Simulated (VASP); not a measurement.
# Cu (P6_3/mmc) in VASP: notebook

The runs below take Cu through single point, relaxation of cell and atoms, with PBEsol, r2SCAN.

All numbers are computed with VASP 6.6.1; they aren't measurements. Logs are shortened: lines on timing, memory, paths and dates and some standing lists are left out, and cuts for length are marked.

## (1) The cell of the first run

Symmetry: P6_3/mmc, No. 194, hexagonal system. Conventional cell: a = 2.520 Å, b = 2.520 Å, c = 4.118 Å, α = 90.00°, β = 90.00°, γ = 120.00°. Within 3.3 Å of Cu (site symmetry -6m2) lie 12 Cu at 2.52 Å.

## (2) Single point, PBEsol

File INCAR:

```
ALGO = Normal
EDIFF = 1E-6
ENCUT = 520
GGA = PS
ISIF = 2
ISMEAR = -1
LASPH = T
LCHARG = F
LREAL = F
LWAVE = F
NBANDS = 18
NELM = 80
PREC = Accurate
SIGMA = 0.05
```

File KPOINTS:

```
k-points
0
Gamma
  18 18 10
```

File POSCAR:

```
Cu
1.0
    2.5202014995      0.0000000000      0.0000000000
   -1.2601007498      2.1825585213      0.0000000000
    0.0000000000      0.0000000000      4.1178436863
Cu
2
Direct
    0.3333333333      0.6666666667      0.2500000000
    0.6666666667      0.3333333333      0.7500000000
```

Potentials or basis: VASP PAW PBE potentials, release 64 (Cu).

Started as:

```
cat potpaw_PBE.64/Cu/POTCAR > POTCAR
mpirun -np 1 vasp_std > vasp.out
```

OUTCAR:

```text
EDIFF = 1E-6
   ENCUT = 520
   GGA = PS
   ISIF = 2
   ISMEAR = -1
   LASPH = T
   LREAL = F
   NELM = 80
   PREC = Accurate

 ion  position               nearest neighbor table
   1  0.333  0.667  0.250-   2 2.52   2 2.52   2 2.52   2 2.52   2 2.52   2 2.52
   2  0.667  0.333  0.750-   1 2.52   1 2.52   1 2.52   1 2.52   1 2.52   1 2.52

  LATTYP: Found a hexagonal cell.
 ALAT       =     2.5202014995
 C/A-ratio  =     1.6339343053

  Lattice vectors:

 A1 = (   2.5202014995,   0.0000000000,   0.0000000000)
 A2 = (  -1.2601007498,   2.1825585213,   0.0000000000)
 A3 = (   0.0000000000,   0.0000000000,   4.1178436863)

Analysis of symmetry for initial positions (statically):
=====================================================================
 Subroutine PRICEL returns:
 Original cell was already a primitive cell.

 Routine SETGRP: Setting up the symmetry group for a
 hexagonal supercell.

 Subroutine GETGRP returns: Found 24 space group operations
 (whereof 12 operations were pure point group operations)
 out of a pool of 24 trial point group operations.

The static configuration has the point symmetry D_3d.
 The point group associated with its full space group is D_6h.

Analysis of symmetry for dynamics (positions and initial velocities):
=====================================================================
 Subroutine PRICEL returns:
 Original cell was already a primitive cell.

 Routine SETGRP: Setting up the symmetry group for a
 hexagonal supercell.

 Subroutine GETGRP returns: Found 24 space group operations
 (whereof 12 operations were pure point group operations)
 out of a pool of 24 trial point group operations.

The dynamic configuration has the point symmetry D_3d.
 The point group associated with its full space group is D_6h.

 Subroutine INISYM returns: Found 24 space group operations
 (whereof 12 operations are pure point group operations),
 and found     1 'primitive' translations

----------------------------------------------------------------------------------------

                                     Primitive cell

  volume of cell :      22.6501

  direct lattice vectors                    reciprocal lattice vectors
     2.520201500  0.000000000  0.000000000     0.396793669  0.229088932  0.000000000
    -1.260100750  2.182558521  0.000000000     0.000000000  0.458177863  0.000000000
     0.000000000  0.000000000  4.117843686     0.000000000  0.000000000  0.242845546

  length of vectors
     2.520201500  2.520201500  4.117843686     0.458177863  0.458177863  0.242845546

  position of ions in fractional coordinates (direct lattice)
     0.333333333  0.666666667  0.250000000
     0.666666667  0.333333333  0.750000000

  ion indices of the primitive-cell ions
   primitive index   ion index
                 1           1
                 2           2

----------------------------------------------------------------------------------------

 KPOINTS: k-points

Automatic generation of k-mesh.
 Grid dimensions read from file:
 generate k-points for:   18   18   10

 Generating k-lattice:

  Cartesian coordinates                     Fractional coordinates (reciprocal lattice)
     0.022044093  0.012727163  0.000000000     0.055555556 -0.000000000  0.000000000
     0.000000000  0.025454326  0.000000000     0.000000000  0.055555556  0.000000000
     0.000000000  0.000000000  0.024284555     0.000000000  0.000000000  0.100000000

  Length of vectors
     0.025454326  0.025454326  0.024284555

  Shift w.r.t. Gamma in fractional coordinates (k-lattice)
     0.000000000  0.000000000  0.000000000

 Subroutine IBZKPT returns following result:
 ===========================================

 Found    222 irreducible k-points:

 Following reciprocal coordinates:
            Coordinates               Weight
  0.000000  0.000000  0.000000      1.000000
  0.055556  0.000000  0.000000      6.000000
  0.111111  0.000000  0.000000      6.000000
  0.166667  0.000000  0.000000      6.000000
  0.222222  0.000000  0.000000      6.000000
  0.277778  0.000000  0.000000      6.000000
[... 16 lines left out ...]
  0.333333  0.111111  0.000000     12.000000
  0.388889  0.111111  0.000000     12.000000
 [... further k-points ...]
   k-points           NKPTS =    222   k-points in BZ     NKDIM =    222   number of bands    NBANDS=     18
   number of dos      NEDOS =    301   number of ions     NIONS =      2
   total plane-waves  NPLWV =  12800
   dimension x,y,z NGX =    20 NGY =   20 NGZ =   32
   dimension x,y,z NGXF=    40 NGYF=   40 NGZF=   64
   ions per type =               2
   NGX,Y,Z   is equivalent  to a cutoff of  13.19, 13.19, 12.92 a.u.
   NGXF,Y,Z  is equivalent  to a cutoff of  26.39, 26.39, 25.84 a.u.
 SYSTEM =  unknown system
   PREC   = accura    normal or accurate (medium, high low for compatibility)
   ISTART =      0    job   : 0-new  1-cont  2-samecut
   ICHARG =      2    charge: 1-file 2-atom 10-const
   ISPIN  =      1    spin polarized calculation?
   LNONCOLLINEAR =      F non collinear calculations
   LSORBIT =      F    spin-orbit coupling
   LASPH  =      T    aspherical Exc in radial PAW
   ENCUT  =  520.0 eV  38.22 Ry    6.18 a.u.   4.69  4.69  7.66*2*pi/ulx,y,z
   NELM   =     80;   NELMIN=  2; NELMDL= -5     # of ELM steps
   EDIFF  = 0.1E-05   stopping-criterion for ELM
   LREAL  =      F    real-space projection
   EDIFFG = 0.1E-04   stopping-criterion for IOM
   NSW    =      0    number of steps for IOM
   IBRION =     -1    ionic relax: 0-MD 1-quasi-New 2-CG
   NFREE  =      0    steps in history (QN), initial steepest desc. (CG)
   ISIF   =      2    stress and relaxation
   ISYM   =      2    0-nonsym 1-usesym 2-fastsym
   POTIM  = 0.5000    time-step for ionic-motion
   TEBEG  =    0.0;   TEEND  =   0.0 temperature during run
   PSTRESS=    0.0 pullay stress
   NELECT =      22.0000    total number of electrons
   NUPDOWN=      -1.0000    fix difference up-down
   EMIN   =  10.00;   EMAX   =-10.00  energy-range for DOS
   EFERMI =   0.00;   METHOD = LEGACY
   ISMEAR =    -1;   SIGMA  =   0.05  broadening in eV -4-tet -1-fermi 0-gaus
   EFERMI_NEDOS =   21; number of points for ismear=-14 and -15
   IALGO  =     38    algorithm
   IMIX   =      4    mixing-type and parameters
     AMIX     =   0.40;   BMIX     =  1.00
     AMIX_MAG =   1.60;   BMIX_MAG =  1.00
  volume/ion in A,a.u.               =      11.33        76.43
  Fermi-wavevector in a.u.,A,eV,Ry     =   1.621283  3.063780 35.763692  2.628557
  Thomas-Fermi vector in A             =   2.715084
   LORBIT       =      0    0 simple, 1 ext, 2 COOP (PROOUT), +10 PAW based schemes
   GGA     = PS    functional components
   LHFCALC =     F    Hartree Fock is set to
   AEXX    =    0.0000 exact exchange contribution
   IVDW    =     0    specifies the selected vdW correction
   LEPSILON=     F    determine dielectric tensor
   LRPA    =     F    only Hartree local field effects (RPA)
 non-spin polarized calculation
  energy-cutoff  :      520.00
  volume of cell :       22.65
 maximum number of plane-waves:       628
 NGX is ok and might be reduce to    20
   NGX =  9   NGY =  9   NGZ = 15

 number of electron      21.9999982 magnetization

 Free energy of the ion-electron system (eV)
  ---------------------------------------------------
  ext. energy  EPLUGINS =         0.00000000
  ---------------------------------------------------
  free energy    TOTEN  =        -8.59812141 eV

  energy without entropy =       -8.59088195  energy(sigma->0) =       -8.59450168

 E-fermi :   7.8647     XC(G=0): -13.1543

 val. band max:        7.8587986202   @ k =   0.2222   0.2222   0.5000
 cond. band min:       7.8701737838   @ k =   0.5000   0.0000   0.1000
 fundamental gap:      0.0113751635
 Fermi energy:         7.8647175133

 k-point     1 :       0.0000    0.0000    0.0000
  band No.  band energies     occupation
      1      -1.7843      2.00000
      2       2.5912      2.00000
      3       4.7637      2.00000
      4       4.8336      2.00000
      5       4.8336      2.00000
      6       5.0561      2.00000
[... 10 lines left out ...]
     17      31.9269      0.00000
     18      31.9269      0.00000

 k-point     2 :       0.0556    0.0000    0.0000
  band No.  band energies     occupation
      1      -1.6812      2.00000
      2       2.6522      2.00000
      3       4.6951      2.00000
      4       4.8724      2.00000
      5       4.8921      2.00000
      6       5.0363      2.00000
[... 10 lines left out ...]
     17      32.5049      0.00000
     18      32.6196      0.00000

 k-point     3 :       0.1111    0.0000    0.0000
  band No.  band energies     occupation
      1      -1.3748      2.00000
      2       2.8236      2.00000
      3       4.5770      2.00000
      4       4.9451      2.00000
      5       4.9859      2.00000
      6       5.0258      2.00000
[... 10 lines left out ...]
     17      32.3291      0.00000
     18      33.2040      0.00000

 k-point     4 :       0.1667    0.0000    0.0000
  band No.  band energies     occupation
      1      -0.8753      2.00000
      2       3.0665      2.00000
      3       4.4415      2.00000
      4       4.6131      2.00000
      5       4.8745      2.00000
      6       5.1559      2.00000
[... 375 lines left out ...]
      4       4.1637      2.00000
      5       4.7399      2.00000
      6       4.8931      2.00000
[... 10 lines left out ...]
     17      24.2450      0.00000
     18      27.8174      0.00000

 k-point    23 :       0.3333    0.1111    0.0000
  band No.  band energies     occupation
      1       2.4349      2.00000
      2       3.4085      2.00000
      3       3.5296      2.00000
      4       4.2707      2.00000
      5       4.7005      2.00000
      6       4.9462      2.00000
[... 10 lines left out ...]
     17      22.1755      0.00000
     18      27.3488      0.00000

 k-point    24 :       0.3889    0.1111    0.0000
  band No.  band energies     occupation
      1       2.8907      2.00000
      2       3.3139      2.00000
      3       3.4465      2.00000
      4       4.4322      2.00000
      5       4.6925      2.00000
      6       4.8594      2.00000
[... 10 lines left out ...]
     17      20.4798      0.00000
     18      27.0652      0.00000

 [... further k-points ...]

------------------------ aborting loop because EDIFF is reached ----------------------------------------

  FORCE on cell =-STRESS in cart. coord.  units (eV):
  Direction    XX          YY          ZZ          XY          YZ          ZX
  --------------------------------------------------------------------------------------
  -------------------------------------------------------------------------------------
  Total        0.1039603      0.1039603      0.0995294     -0.0000000      0.0000000      0.0000000
  in kB        7.3537202      7.3537202      7.0402975     -0.0000000      0.0000000      0.0000000
  external PRESSURE =       7.2492460 kB  Pullay stress =       0.0000000 kB

 VOLUME and BASIS-vectors are now :
 -----------------------------------------------------------------------------
  energy-cutoff  :      520.00
  volume of cell :       22.65
      direct lattice vectors                 reciprocal lattice vectors
     2.520201500  0.000000000  0.000000000     0.396793669  0.229088932  0.000000000
    -1.260100750  2.182558521  0.000000000     0.000000000  0.458177863  0.000000000
     0.000000000  0.000000000  4.117843686     0.000000000  0.000000000  0.242845546

 POSITION                                       TOTAL-FORCE (eV/Angst)
 -----------------------------------------------------------------------------------
     -0.00000      1.45504      1.02946        -0.000000     -0.000000      0.000000
      1.26010      0.72752      3.08838         0.000000      0.000000      0.000000
 -----------------------------------------------------------------------------------
    total drift:                               -0.000000      0.000000     -0.000000

  FREE ENERGIE OF THE ION-ELECTRON SYSTEM (eV)
  ---------------------------------------------------
  free  energy   TOTEN  =        -8.5981214095 eV

  energy  without entropy=       -8.5908819539  energy(sigma->0) =       -8.59450168
```

Run time: 44 s. Hardware: 1 thread of Intel Xeon Platinum 8488C (Sapphire Rapids), shared host; peak memory 0.19 GiB.

What came out:

```
Free energy            : -8.5981 eV
Pressure               : 0.7 GPa
Band gap on the k mesh : zero (band 11 reaches 12.05 eV, above the bottom of band 12 at 5.92 eV)
```

Caveat: the PAW data sets were made with another functional, which shifts forces and pressure a little.

[end of part 1 of 3]
